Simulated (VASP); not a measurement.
# InSb (I4/mmm) in VASP: single point with r2SCAN

Aim: the single point of InSb with r2SCAN.

Everything below comes from runs of VASP 6.6.1. Logs are shortened: lines on timing, memory, paths and dates and some standing lists are left out, and cuts for length are marked.

**1. The cell of the first run**

It takes space group I4/mmm (No. 139, tetragonal). Conventional cell: a = 4.276 Å, b = 4.276 Å, c = 6.350 Å, α = 90.00°, β = 90.00°, γ = 90.00°. In (site symmetry 4/mmm) has 6 Sb at 3.02 to 3.18 Å within 4.0 Å. Sb (site symmetry 4/mmm) has 6 In at 3.02 to 3.18 Å within 4.0 Å.

**2. Single point, r2SCAN**

Input file POSCAR:

```
InSb
1.0
    0.0000000000      3.0239315395      3.1751281165
    3.0239315395      0.0000000000      3.1751281165
    3.0239315395      3.0239315395      0.0000000000
In Sb
1 1
Direct
    0.0000000000      0.0000000000      0.0000000000
    0.5000000000      0.5000000000      0.5000000000
```

Input file INCAR.step1:

```
SYSTEM = InSb
PREC = Accurate ; ENCUT = 520
ISMEAR = 0 ; SIGMA = 0.15
LREAL = .False. ; LASPH = .True.
NELM = 80 ; NBANDS = 16
GGA = PE ; ALGO = Normal
EDIFF = 1E-4 ; LWAVE = .True.
LCHARG = .False.
```

Input file INCAR.step2:

```
SYSTEM = InSb
PREC = Accurate ; ENCUT = 520
EDIFF = 1E-6 ; ISMEAR = 0
SIGMA = 0.15 ; LREAL = .False.
LASPH = .True. ; NELM = 80
ALGO = Normal ; ISIF = 2
LWAVE = .False. ; LCHARG = .True.
METAGGA = R2SCAN ; LMIXTAU = .True.
LELF = .True. ; LVHAR = .True.
NBANDS = 16 ; ISTART = 1
```

Input file KPOINTS:

```
Automatic mesh
0
Gamma
  6 6 6
  0 0 0
```

Potentials or basis: VASP PAW PBE potentials, release 64 (In_d, Sb).

On the command line:

```sh
$ cat potpaw_PBE.64/In_d/POTCAR potpaw_PBE.64/Sb/POTCAR > POTCAR
$ cp INCAR.step1 INCAR
$ mpirun -np 1 vasp_std > vasp.out
$ cp INCAR.step2 INCAR
$ mpirun -np 1 vasp_std > vasp.out
```

OUTCAR:

```text
SYSTEM = InSb
   PREC = Accurate
   ENCUT = 520
   EDIFF = 1E-6
   ISMEAR = 0
   LREAL = .False.
   LASPH = .True.
   NELM = 80
   ISIF = 2
   METAGGA = R2SCAN
   ISTART = 1

 ion  position               nearest neighbor table
   1  0.000  0.000  0.000-   2 3.02   2 3.02   2 3.02   2 3.02   2 3.18   2 3.18
   2  0.500  0.500  0.500-   1 3.02   1 3.02   1 3.02   1 3.02   1 3.18   1 3.18

  LATTYP: Found a body centered tetragonal cell.
 ALAT       =     4.2764849948
 C/A-ratio  =     1.4849242405

  Lattice vectors:

 A1 = (  -3.0239315395,   0.0000000000,   3.1751281165)
 A2 = (   3.0239315395,   0.0000000000,   3.1751281165)
 A3 = (   0.0000000000,   3.0239315395,  -3.1751281165)

Analysis of symmetry for initial positions (statically):
=====================================================================
 Subroutine PRICEL returns:
 Original cell was already a primitive cell.

 Routine SETGRP: Setting up the symmetry group for a
 body centered tetragonal supercell.

 Subroutine GETGRP returns: Found 16 space group operations
 (whereof 16 operations were pure point group operations)
 out of a pool of 16 trial point group operations.

The static configuration has the point symmetry D_4h.

Analysis of symmetry for dynamics (positions and initial velocities):
=====================================================================
 Subroutine PRICEL returns:
 Original cell was already a primitive cell.

 Routine SETGRP: Setting up the symmetry group for a
 body centered tetragonal supercell.

 Subroutine GETGRP returns: Found 16 space group operations
 (whereof 16 operations were pure point group operations)
 out of a pool of 16 trial point group operations.

The dynamic configuration has the point symmetry D_4h.

 Subroutine INISYM returns: Found 16 space group operations
 (whereof 16 operations are pure point group operations),
 and found     1 'primitive' translations

----------------------------------------------------------------------------------------

                                     Primitive cell

  volume of cell :      58.0678

  direct lattice vectors                    reciprocal lattice vectors
     0.000000000  3.023931539  3.175128116    -0.165347659  0.165347659  0.157473961
     3.023931539  0.000000000  3.175128116     0.165347659 -0.165347659  0.157473961
     3.023931539  3.023931539  0.000000000     0.165347659  0.165347659 -0.157473961

  length of vectors
     4.384700732  4.384700732  4.276484995     0.281917975  0.281917975  0.281917975

  position of ions in fractional coordinates (direct lattice)
     0.000000000  0.000000000  0.000000000
     0.500000000  0.500000000  0.500000000

  ion indices of the primitive-cell ions
   primitive index   ion index
                 1           1
                 2           2

----------------------------------------------------------------------------------------

 KPOINTS: Automatic mesh

Automatic generation of k-mesh.
 Grid dimensions read from file:
 generate k-points for:    6    6    6

 Generating k-lattice:

  Cartesian coordinates                     Fractional coordinates (reciprocal lattice)
    -0.027557943  0.027557943  0.026245660     0.166666667  0.000000000  0.000000000
     0.027557943 -0.027557943  0.026245660     0.000000000  0.166666667  0.000000000
     0.027557943  0.027557943 -0.026245660     0.000000000  0.000000000  0.166666667

  Length of vectors
     0.046986329  0.046986329  0.046986329

  Shift w.r.t. Gamma in fractional coordinates (k-lattice)
     0.000000000  0.000000000  0.000000000

 Subroutine IBZKPT returns following result:
 ===========================================

 Found     30 irreducible k-points:

 Following reciprocal coordinates:
            Coordinates               Weight
  0.000000  0.000000  0.000000      1.000000
  0.166667  0.000000  0.000000      8.000000
  0.333333  0.000000  0.000000      8.000000
  0.500000  0.000000  0.000000      4.000000
  0.166667  0.166667  0.000000      2.000000
  0.333333  0.166667  0.000000      8.000000
[... 16 lines left out ...]
  0.333333  0.000000  0.333333      4.000000
  0.500000 -0.000000  0.333333     16.000000
 [... further k-points ...]
   k-points           NKPTS =     30   k-points in BZ     NKDIM =     30   number of bands    NBANDS=     16
   number of dos      NEDOS =    301   number of ions     NIONS =      2
   total plane-waves  NPLWV =  41472
   dimension x,y,z NGX =    36 NGY =   36 NGZ =   32
   dimension x,y,z NGXF=    72 NGYF=   72 NGZF=   64
   ions per type =               1   1
   NGX,Y,Z   is equivalent  to a cutoff of  13.65, 13.65, 12.44 a.u.
   NGXF,Y,Z  is equivalent  to a cutoff of  27.30, 27.30, 24.88 a.u.
 SYSTEM =  InSb
   PREC   = accura    normal or accurate (medium, high low for compatibility)
   ISTART =      1    job   : 0-new  1-cont  2-samecut
   ICHARG =      0    charge: 1-file 2-atom 10-const
   ISPIN  =      1    spin polarized calculation?
   LNONCOLLINEAR =      F non collinear calculations
   LSORBIT =      F    spin-orbit coupling
   LASPH  =      T    aspherical Exc in radial PAW
   ENCUT  =  520.0 eV  38.22 Ry    6.18 a.u.   8.15  8.15  7.95*2*pi/ulx,y,z
   NELM   =     80;   NELMIN=  2; NELMDL=  0     # of ELM steps
   EDIFF  = 0.1E-05   stopping-criterion for ELM
   LREAL  =      F    real-space projection
   EDIFFG = 0.1E-04   stopping-criterion for IOM
   NSW    =      0    number of steps for IOM
   IBRION =     -1    ionic relax: 0-MD 1-quasi-New 2-CG
   NFREE  =      0    steps in history (QN), initial steepest desc. (CG)
   ISIF   =      2    stress and relaxation
   ISYM   =      2    0-nonsym 1-usesym 2-fastsym
   POTIM  = 0.5000    time-step for ionic-motion
   TEBEG  =    0.0;   TEEND  =   0.0 temperature during run
   PSTRESS=    0.0 pullay stress
   NELECT =      18.0000    total number of electrons
   NUPDOWN=      -1.0000    fix difference up-down
   EMIN   =  10.00;   EMAX   =-10.00  energy-range for DOS
   EFERMI =   0.00;   METHOD = LEGACY
   ISMEAR =     0;   SIGMA  =   0.15  broadening in eV -4-tet -1-fermi 0-gaus
   EFERMI_NEDOS =   21; number of points for ismear=-14 and -15
   IALGO  =     38    algorithm
   IMIX   =      4    mixing-type and parameters
     AMIX     =   0.40;   BMIX     =  1.00
     AMIX_MAG =   1.60;   BMIX_MAG =  1.00
  volume/ion in A,a.u.               =      29.03       195.93
  Fermi-wavevector in a.u.,A,eV,Ry     =   1.107951  2.093724 16.701910  1.227556
  Thomas-Fermi vector in A             =   2.244472
   LORBIT       =      0    0 simple, 1 ext, 2 COOP (PROOUT), +10 PAW based schemes
   METAGGA = R2SCAN    functional components
   LHFCALC =     F    Hartree Fock is set to
   AEXX    =    0.0000 exact exchange contribution
   IVDW    =     0    specifies the selected vdW correction
   LEPSILON=     F    determine dielectric tensor
   LRPA    =     F    only Hartree local field effects (RPA)
 non-spin polarized calculation
 Gauss-broadening in eV      SIGMA  =   0.15
  energy-cutoff  :      520.00
  volume of cell :       58.07
 maximum number of plane-waves:      1588
 NGX is ok and might be reduce to    36
   NGX = 17   NGY = 17   NGZ = 15

 number of electron      18.0000002 magnetization

 Free energy of the ion-electron system (eV)
  ---------------------------------------------------
  ext. energy  EPLUGINS =         0.00000000
  ---------------------------------------------------
  free energy    TOTEN  =       -48.36718369 eV

  energy without entropy =      -48.35083392  energy(sigma->0) =      -48.35900881

 E-fermi :   6.5950     XC(G=0): -10.2809

 val. band max:        6.5646359788   @ k =   0.3333   0.0000   0.0000
 cond. band min:       6.6133093368   @ k =  -0.3333   0.0000   0.3333
 fundamental gap:      0.0486733580
 Fermi energy:         6.5950198442

 k-point     1 :       0.0000    0.0000    0.0000
  band No.  band energies     occupation
      1      -8.5639      2.00000
      2      -8.5533      2.00000
      3      -8.5264      2.00000
      4      -8.5120      2.00000
      5      -8.5120      2.00000
      6      -4.8800      2.00000
[... 8 lines left out ...]
     15      13.3742      0.00000
     16      13.3742      0.00000

 k-point     2 :       0.1667    0.0000    0.0000
  band No.  band energies     occupation
      1      -8.5735      2.00000
      2      -8.5582      2.00000
      3      -8.5213      2.00000
      4      -8.5104      2.00000
      5      -8.5068      2.00000
      6      -4.5750      2.00000
[... 8 lines left out ...]
     15      13.6473      0.00000
     16      13.7521      0.00000

 k-point     3 :       0.3333    0.0000    0.0000
  band No.  band energies     occupation
      1      -8.5939      2.00000
      2      -8.5710      2.00000
      3      -8.5179      2.00000
      4      -8.4980      2.00000
      5      -8.4950      2.00000
      6      -3.7341      2.00000
[... 8 lines left out ...]
     15      15.3328      0.00000
     16      15.4683      0.00000

 k-point     4 :       0.5000    0.0000    0.0000
  band No.  band energies     occupation
      1      -8.6043      2.00000
      2      -8.5780      2.00000
      3      -8.5183      2.00000
      4      -8.4894      2.00000
      5      -8.4888      2.00000
      6      -3.0082      2.00000
[... 8 lines left out ...]
     15      17.2722      0.00000
     16      17.5551      0.00000

 k-point     5 :       0.1667    0.1667    0.0000
  band No.  band energies     occupation
      1      -8.5794      2.00000
      2      -8.5602      2.00000
      3      -8.5304      2.00000
      4      -8.5029      2.00000
      5      -8.5029      2.00000
      6      -4.4952      2.00000
[... 8 lines left out ...]
     15      14.8425      0.00000
     16      14.8425      0.00000

 k-point     6 :       0.3333    0.1667    0.0000
  band No.  band energies     occupation
      1      -8.5996      2.00000
      2      -8.5690      2.00000
      3      -8.5279      2.00000
      4      -8.4964      2.00000
      5      -8.4917      2.00000
      6      -3.8462      2.00000
[... 8 lines left out ...]
     15      15.9801      0.00000
     16      16.1826      0.00000

 k-point     7 :       0.5000    0.1667    0.0000
  band No.  band energies     occupation
      1      -8.6005      2.00000
      2      -8.5902      2.00000
      3      -8.5172      2.00000
      4      -8.4953      2.00000
      5      -8.4853      2.00000
      6      -2.9475      2.00000
[... 8 lines left out ...]
     15      17.4937      0.00000
     16      17.5684      0.00000

 k-point     8 :      -0.3333    0.1667    0.0000
  band No.  band energies     occupation
      1      -8.6018      2.00000
      2      -8.5823      2.00000
      3      -8.5123      2.00000
      4      -8.4964      2.00000
      5      -8.4909      2.00000
      6      -3.1281      2.00000
[... 8 lines left out ...]
     15      15.2728      0.00000
     16      17.5164      0.00000

 k-point     9 :      -0.1667    0.1667    0.0000
  band No.  band energies     occupation
      1      -8.5934      2.00000
      2      -8.5610      2.00000
      3      -8.5140      2.00000
      4      -8.5039      2.00000
      5      -8.5016      2.00000
      6      -4.0544      2.00000
[... 8 lines left out ...]
     15      13.9083      0.00000
     16      16.0736      0.00000
[... 172 lines left out ...]
 k-point    19 :       0.5000    0.3333    0.1667
  band No.  band energies     occupation
      1      -8.6196      2.00000
      2      -8.5757      2.00000
      3      -8.5239      2.00000
      4      -8.4925      2.00000
      5      -8.4844      2.00000
      6      -3.1181      2.00000
[... 8 lines left out ...]
     15      16.7064      0.00000
     16      17.2362      0.00000

 k-point    20 :      -0.3333    0.3333    0.1667
  band No.  band energies     occupation
      1      -8.6321      2.00000
      2      -8.5773      2.00000
      3      -8.5091      2.00000
      4      -8.5027      2.00000
      5      -8.4793      2.00000
      6      -2.4672      2.00000
[... 8 lines left out ...]
     15      15.3216      0.00000
     16      18.2186      0.00000

 k-point    21 :      -0.1667    0.3333    0.1667
  band No.  band energies     occupation
      1      -8.6371      2.00000
      2      -8.5608      2.00000
      3      -8.5165      2.00000
      4      -8.4939      2.00000
      5      -8.4852      2.00000
      6      -2.9558      2.00000
[... 8 lines left out ...]
     15      17.0688      0.00000
     16      17.3120      0.00000

 k-point    22 :      -0.3333    0.5000    0.1667
  band No.  band energies     occupation
      1      -8.6486      2.00000
      2      -8.5707      2.00000
      3      -8.5264      2.00000
      4      -8.4894      2.00000
      5      -8.4733      2.00000
      6      -2.3929      2.00000
[... 8 lines left out ...]
     15      16.8275      0.00000
     16      19.5976      0.00000

 k-point    23 :       0.3333    0.0000    0.3333
  band No.  band energies     occupation
      1      -8.6637      2.00000
      2      -8.5355      2.00000
      3      -8.5269      2.00000
      4      -8.4864      2.00000
      5      -8.4856      2.00000
      6      -3.2126      2.00000
[... 8 lines left out ...]
     15      16.6130      0.00000
     16      18.1603      0.00000

 k-point    24 :       0.5000   -0.0000    0.3333
  band No.  band energies     occupation
      1      -8.6816      2.00000
      2      -8.5414      2.00000
      3      -8.5243      2.00000
      4      -8.4824      2.00000
      5      -8.4782      2.00000
      6      -2.4253      2.00000
[... 8 lines left out ...]
     15      17.6492      0.00000
     16      18.5621      0.00000

 [... further k-points ...]

------------------------ aborting loop because EDIFF is reached ----------------------------------------

  FORCE on cell =-STRESS in cart. coord.  units (eV):
  Direction    XX          YY          ZZ          XY          YZ          ZX
  --------------------------------------------------------------------------------------
  -------------------------------------------------------------------------------------
  Total       -0.1165694     -0.1165694     -1.0344892      0.0000000      0.0000000     -0.0000000
  in kB       -3.2163242     -3.2163242    -28.5431164      0.0000000      0.0000000     -0.0000000
  external PRESSURE =     -11.6585883 kB  Pullay stress =       0.0000000 kB

 VOLUME and BASIS-vectors are now :
 -----------------------------------------------------------------------------
  energy-cutoff  :      520.00
  volume of cell :       58.07
      direct lattice vectors                 reciprocal lattice vectors
     0.000000000  3.023931539  3.175128116    -0.165347659  0.165347659  0.157473961
     3.023931539  0.000000000  3.175128116     0.165347659 -0.165347659  0.157473961
     3.023931539  3.023931539  0.000000000     0.165347659  0.165347659 -0.157473961

 POSITION                                       TOTAL-FORCE (eV/Angst)
 -----------------------------------------------------------------------------------
      0.00000      0.00000      0.00000         0.000000     -0.000000      0.000000
      3.02393      3.02393      3.17513        -0.000000      0.000000     -0.000000
 -----------------------------------------------------------------------------------
    total drift:                               -0.000000      0.000000      0.000000

  FREE ENERGIE OF THE ION-ELECTRON SYSTEM (eV)
  ---------------------------------------------------
  free  energy   TOTEN  =       -48.3671836929 eV

  energy  without entropy=      -48.3508339248  energy(sigma->0) =      -48.35900881
```

Run time: 1.8 min. Hardware: 1 thread of AMD EPYC 7R13, shared host; peak memory 0.19 GiB.

Results:

| Quantity | Value |
| --- | --- |
| Free energy | -48.3672 eV |
| Pressure | -1.2 GPa |
| Band gap on the k mesh | zero (bands 9 and 10 overlap by 2.66 eV) |

Stress tensor (GPa, compression positive):
```
-0.32  0.00  0.00
 0.00 -0.32  0.00
 0.00  0.00 -2.85
```

Caveat: the PAW data sets were made with another functional, which shifts forces and pressure a little; spin-orbit coupling is left out, which moves the levels of the heavy elements.

The gap in the log of VASP goes by the Fermi energy; the results here count the filled bands.